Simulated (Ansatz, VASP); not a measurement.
BaTaH5 in VASP and in Ansatz

```
Ba Ta H
1.0
     3.36189    0.00000    0.00000
     0.00000    3.36189    0.00000
     0.00000    0.00000    6.93739
Ba Ta H
1 1 5
Cartesian
  0.0000 0.0000 0.0000
  0.0000 0.0000 3.4687
  1.6809 1.6809 0.0000
  1.6809 0.0000 4.5737
  0.0000 1.6809 4.5737
  1.6809 0.0000 2.3637
  0.0000 1.6809 2.3637
```

Change from the starting cell: species swapped into the PrIn5Ir type (P4/mmm, No. 123).

Alike in both runs: functional PBE; k mesh 12 × 12 × 6; occupations gaussian, width 0.1 eV; no spin polarisation.

Ansatz relaxed the structure, and its values are those at the end. VASP's run is a single point on that final structure, the one shown.

|  | VASP | Ansatz |
| --- | --- | --- |
| version | VASP 6.6.1 | Ansatz 0.2.0 |
| potentials or method | VASP PAW PBE potentials, release 64 (Ba_sv, Ta_pv, H), cutoff 520 eV | scalar-relativistic, plane waves, PAW |
| valence electrons in the cell | 26 | 28 |

|  | VASP | Ansatz | Ansatz less VASP |
| --- | --- | --- | --- |
| gap on the k mesh at the Fermi level (eV) | none | none | - |
| pressure (GPa) | 1.1 | 0.0 | -1.12 |
| rms of the force components (eV/Å) | 0.006 | 0.000 | -0.0060 |

A gap of «none» marks a metal or a gap that the smearing closes. VASP's potentials hold 26 valence electrons a cell and Ansatz's 28, so a difference there can come from the potentials and not from the codes.

Spin-orbit coupling is off throughout.
